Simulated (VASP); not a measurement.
# LiCl (I4/mmm) in VASP: further runs, part 2 of 2

VASP 6.6.1.

**4. Single point, PBE (strain +0.000 along x and y, +0.050 along z)**

File INCAR:

```
PREC = Accurate
ENCUT = 520
EDIFF = 1E-7
ISMEAR = 0
SIGMA = 0.05
LREAL = F
LASPH = T
NELM = 80
ALGO = Normal
ISIF = 2
LWAVE = F
LCHARG = T
GGA = PE
LELF = T
LVHAR = T
NBANDS = 12
```

File KPOINTS:

```
regular mesh
0
Gamma
  8 8 8
```

File POSCAR:

```
LiCl
1.0
    0.0000000000      2.5647600000      2.6929980000
    2.5647600000      0.0000000000      2.6929980000
    2.5647600000      2.5647600000      0.0000000000
Li Cl
1 1
Direct
    0.0000000000      0.0000000000      0.0000000000
    0.5000000000      0.5000000000      0.5000000000
```

Potentials or basis: VASP PAW PBE potentials, release 64 (Li_sv, Cl).

Launch:

```
> cat potpaw_PBE.64/Li_sv/POTCAR potpaw_PBE.64/Cl/POTCAR > POTCAR
> mpirun -np 1 vasp_std > vasp.out
```

OUTCAR:

```text
PREC = Accurate
   ENCUT = 520
   EDIFF = 1E-7
   ISMEAR = 0
   LREAL = F
   LASPH = T
   NELM = 80
   ISIF = 2
   GGA = PE

 ion  position               nearest neighbor table
   1  0.000  0.000  0.000-   2 2.56   2 2.56   2 2.56   2 2.56
   2  0.500  0.500  0.500-   1 2.56   1 2.56   1 2.56   1 2.56

  LATTYP: Found a body centered tetragonal cell.
 ALAT       =     3.6271183762
 C/A-ratio  =     1.4849242405

  Lattice vectors:

 A1 = (  -2.5647600000,   0.0000000000,   2.6929980000)
 A2 = (   2.5647600000,   0.0000000000,   2.6929980000)
 A3 = (   0.0000000000,   2.5647600000,  -2.6929980000)

Analysis of symmetry for initial positions (statically):
=====================================================================
 Subroutine PRICEL returns:
 Original cell was already a primitive cell.

 Routine SETGRP: Setting up the symmetry group for a
 body centered tetragonal supercell.

 Subroutine GETGRP returns: Found 16 space group operations
 (whereof 16 operations were pure point group operations)
 out of a pool of 16 trial point group operations.

The static configuration has the point symmetry D_4h.

Analysis of symmetry for dynamics (positions and initial velocities):
=====================================================================
 Subroutine PRICEL returns:
 Original cell was already a primitive cell.

 Routine SETGRP: Setting up the symmetry group for a
 body centered tetragonal supercell.

 Subroutine GETGRP returns: Found 16 space group operations
 (whereof 16 operations were pure point group operations)
 out of a pool of 16 trial point group operations.

The dynamic configuration has the point symmetry D_4h.

 Subroutine INISYM returns: Found 16 space group operations
 (whereof 16 operations are pure point group operations),
 and found     1 'primitive' translations

----------------------------------------------------------------------------------------

                                     Primitive cell
[... 119 lines left out ...]
   IVDW    =     0    specifies the selected vdW correction
   LEPSILON=     F    determine dielectric tensor
   LRPA    =     F    only Hartree local field effects (RPA)
 non-spin polarized calculation
 Gauss-broadening in eV      SIGMA  =   0.05
  energy-cutoff  :      520.00
  volume of cell :       35.43
 maximum number of plane-waves:       974
   NGX = 13   NGY = 13   NGZ = 13

 number of electron      10.0000007 magnetization

 Free energy of the ion-electron system (eV)
  ---------------------------------------------------
  ext. energy  EPLUGINS =         0.00000000
  ---------------------------------------------------
  free energy    TOTEN  =        -7.37795862 eV

  energy without entropy =       -7.37795862  energy(sigma->0) =       -7.37795862

 E-fermi :   0.6119     XC(G=0):  -8.5184

 val. band max:        0.2906367113   @ k =   0.0000   0.0000   0.0000
 cond. band min:       6.2938702410   @ k =   0.0000   0.0000   0.0000
 fundamental gap:      6.0032335297
 Fermi energy:         0.6118737187

 k-point     1 :       0.0000    0.0000    0.0000
  band No.  band energies     occupation
      1     -43.3831      2.00000
      2     -13.0122      2.00000
      3       0.1811      2.00000
      4       0.1811      2.00000
      5       0.2906      2.00000
      6       6.2939      0.00000
      7      11.8557      0.00000
      8      12.2697      0.00000
      9      12.2698      0.00000
     10      13.8898      0.00000
     11      14.3442      0.00000
     12      14.7803      0.00000
[... 331 lines left out ...]
 k-point    24 :       0.3750   -0.0000    0.1250
  band No.  band energies     occupation
      1     -43.3813      2.00000
      2     -12.5910      2.00000
      3      -1.8412      2.00000
      4      -0.1982      2.00000
      5      -0.1687      2.00000
      6       7.7495      0.00000
      7       9.8218      0.00000
      8      10.6463      0.00000
      9      11.0861      0.00000
     10      14.0951      0.00000
     11      16.4189      0.00000
     12      17.0841      0.00000

 [... further k-points ...]

------------------------ aborting loop because EDIFF is reached ----------------------------------------

  FORCE on cell =-STRESS in cart. coord.  units (eV):
  Direction    XX          YY          ZZ          XY          YZ          ZX
  --------------------------------------------------------------------------------------
  -------------------------------------------------------------------------------------
  Total       -0.1565934     -0.1565934     -0.3807654      0.0000000      0.0000000      0.0000000
  in kB       -7.0814872     -7.0814872    -17.2190249      0.0000000      0.0000000      0.0000000
  external PRESSURE =     -10.4606664 kB  Pullay stress =       0.0000000 kB

 VOLUME and BASIS-vectors are now :
 -----------------------------------------------------------------------------
  energy-cutoff  :      520.00
  volume of cell :       35.43
      direct lattice vectors                 reciprocal lattice vectors
     0.000000000  2.564760000  2.692998000    -0.194950015  0.194950015  0.185666681
     2.564760000  0.000000000  2.692998000     0.194950015 -0.194950015  0.185666681
     2.564760000  2.564760000  0.000000000     0.194950015  0.194950015 -0.185666681

 POSITION                                       TOTAL-FORCE (eV/Angst)
 -----------------------------------------------------------------------------------
      0.00000      0.00000      0.00000         0.000000      0.000000      0.000000
      2.56476      2.56476      2.69300        -0.000000     -0.000000     -0.000000
 -----------------------------------------------------------------------------------
    total drift:                                0.000000      0.000000      0.000000

  FREE ENERGIE OF THE ION-ELECTRON SYSTEM (eV)
  ---------------------------------------------------
  free  energy   TOTEN  =        -7.3779586244 eV

  energy  without entropy=       -7.3779586244  energy(sigma->0) =       -7.37795862
```

Run time: 61 s. Hardware: 1 thread of AMD EPYC 7R13, shared host; peak memory 0.13 GiB.

Results:

```
Free energy            : -7.3780 eV
Band gap on the k mesh : 6.00 eV
```

Caveat: the cell differs from its parent crystal (strain +0.000 along x and y, +0.050 along z); the cutoff is under 1.25 times the usual one of these potentials, so pressure, stress and relaxed cells hold a basis-set (Pulay) error.

**5. The runs side by side**

```csv
cell,gap on the mesh (eV)
"a = 3.582, b = 3.582, c = 3.536 Å, angles 60.4, 60.4, 59.2°, 2 atoms",6.60
"a = 3.628, b = 3.628, c = 3.536 Å, angles 60.8, 60.8, 58.3°, 2 atoms",6.42
"a = 3.719, b = 3.719, c = 3.627 Å, angles 60.8, 60.8, 58.4°, 2 atoms",6.00
```

Alike in all rows: task single point; level PBE; potentials or basis VASP PAW PBE potentials, release 64 (Li_sv, Cl); no spin polarisation; k mesh 8 × 8 × 8; cutoff (eV) 520; smearing gaussian 0.05 eV.

Caveats: the cutoff is under 1.25 times the usual one of these potentials, so pressure, stress and relaxed cells hold a basis-set (Pulay) error.

Absolute energies hang on the potentials; compare differences alone.
